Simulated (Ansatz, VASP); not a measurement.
**Ru: VASP beside Ansatz**

```
Ru
1.0
     2.70580    0.00000    0.00000
    -1.35290    2.34329    0.00000
     0.00000    0.00000    4.28190
Ru
2
Cartesian
  0.0000 1.5622 1.0705
  1.3529 0.7811 3.2114
```

Alike in both runs: functional PBE; k mesh 20 × 20 × 11; occupations fermi-dirac, width 0.05 eV; no spin polarisation.

Ansatz relaxed the structure, and its values are those at the end. VASP's run is a single point on that final structure, the one shown.

|  | VASP | Ansatz |
| --- | --- | --- |
| version | VASP 6.6.1 | Ansatz 0.2.0 |
| potentials or method | VASP PAW PBE potentials, release 64 (Ru_pv) | plane-wave PAW, scalar-relativistic |
| plane-wave cutoff (eV) | 520 | 420 |
| valence electrons in the cell | 28 | 32 |

|  | VASP | Ansatz | Ansatz less VASP |
| --- | --- | --- | --- |
| pressure (GPa) | 4.4 | 4.5 | +0.09 |

VASP's potentials hold 28 valence electrons a cell and Ansatz's 32, so a difference there can come from the potentials and not from the codes. Ansatz's warnings: stress scf threshold loose.
